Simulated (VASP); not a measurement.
A run of VASP 6.6.1 is set up as follows.

INCAR

```
  PREC = Accurate
  ENCUT = 520
  EDIFF = 1E-7
  ISMEAR = -1
  SIGMA = 0.01
  LREAL = Auto
  LASPH = True
  NELM = 100
  ALGO = Normal
  ISIF = 2
  LWAVE = False
  LCHARG = False
  GGA = PE
  NBANDS = 169
```

The input KPOINTS:

```
Automatic mesh
0
Gamma
  3 3 2
```

File POSCAR:

```
Ti11SnO24
1.0
    4.5922000000      4.5922000000      0.0000000000
   -4.5922000000      4.5922000000      0.0000000000
    0.0000000000      0.0000000000      8.8722000000
Sn Ti O
1 11 24
Direct
    0.0000000000      0.0000000000      0.0000000000
    0.0000000000      0.0000000000      0.3379844236
    0.0000000000      0.0000000000      0.6620155764
    0.5000000000      0.5000000000      0.0000000000
    0.5000000000      0.5000000000      0.3336004024
    0.5000000000      0.5000000000      0.6663995976
    0.5000000000      0.0000000000      0.1697090931
    0.5000000000      0.0000000000      0.5000000000
    0.5000000000      0.0000000000      0.8302909069
    0.0000000000      0.5000000000      0.1677349850
    0.0000000000      0.5000000000      0.5000000000
    0.0000000000      0.5000000000      0.8322650150
    0.3111749509      0.0000000000      0.0000000000
    0.3043415063      0.0000000000      0.3339594302
    0.3043415063      0.0000000000      0.6660405698
    0.8050117539      0.5000000000      0.0000000000
    0.8032812471      0.5000000000      0.3354784254
    0.8032812471      0.5000000000      0.6645215746
    0.5000000000      0.3044968753      0.1668212567
    0.5000000000      0.3034644555      0.5000000000
    0.5000000000      0.3044968753      0.8331787433
    0.0000000000      0.7980017214      0.1767084919
    0.0000000000      0.8042614445      0.5000000000
    0.0000000000      0.7980017214      0.8232915081
    0.6888250491      0.0000000000      0.0000000000
    0.6956584937      0.0000000000      0.3339594302
    0.6956584937      0.0000000000      0.6660405698
    0.1949882461      0.5000000000      0.0000000000
    0.1967187529      0.5000000000      0.3354784254
    0.1967187529      0.5000000000      0.6645215746
    0.5000000000      0.6955031247      0.1668212567
    0.5000000000      0.6965355445      0.5000000000
    0.5000000000      0.6955031247      0.8331787433
    0.0000000000      0.2019982786      0.1767084919
    0.0000000000      0.1957385555      0.5000000000
    0.0000000000      0.2019982786      0.8232915081
```

Potentials or basis: VASP PAW PBE potentials, release 64 (Sn_d, Ti_sv, O).

Launch:

```bash
$ cat potpaw_PBE.64/Sn_d/POTCAR potpaw_PBE.64/Ti_sv/POTCAR potpaw_PBE.64/O/POTCAR > POTCAR
$ mpirun -np 1 vasp_std > vasp.out
```

Question: Estimate the largest force.

Answer: 0.035 eV/Å.

Question: What does it give for the pressure?

Answer: 9.6 GPa.

Question: Estimate the band gap on the k mesh.

Answer: 1.84 eV.

Forces on the atoms (eV/Å):
```
Sn   0.000  0.000  0.000
Ti   0.000  0.000  0.005
Ti   0.000  0.000 -0.005
Ti   0.000  0.000  0.000
Ti   0.000  0.000  0.007
Ti   0.000  0.000 -0.007
Ti   0.000  0.000 -0.007
Ti   0.000  0.000  0.000
Ti   0.000  0.000  0.007
Ti   0.000  0.000  0.005
Ti   0.000  0.000  0.000
Ti   0.000  0.000 -0.005
O   -0.002 -0.002  0.000
O   -0.021 -0.021  0.005
O   -0.021 -0.021 -0.005
O   -0.014 -0.014  0.000
O   -0.017 -0.017 -0.003
O   -0.017 -0.017  0.003
O    0.021 -0.021 -0.002
O    0.015 -0.015  0.000
O    0.021 -0.021  0.002
O    0.015 -0.015  0.014
O    0.024 -0.024  0.000
O    0.015 -0.015 -0.014
O    0.002  0.002  0.000
O    0.021  0.021  0.005
O    0.021  0.021 -0.005
O    0.014  0.014  0.000
O    0.017  0.017 -0.003
O    0.017  0.017  0.003
O   -0.021  0.021 -0.002
O   -0.015  0.015  0.000
O   -0.021  0.021  0.002
O   -0.015  0.015  0.014
O   -0.024  0.024  0.000
O   -0.015  0.015 -0.014
```

Caveat: spin-orbit coupling is left out, which moves the levels of the heavy elements.
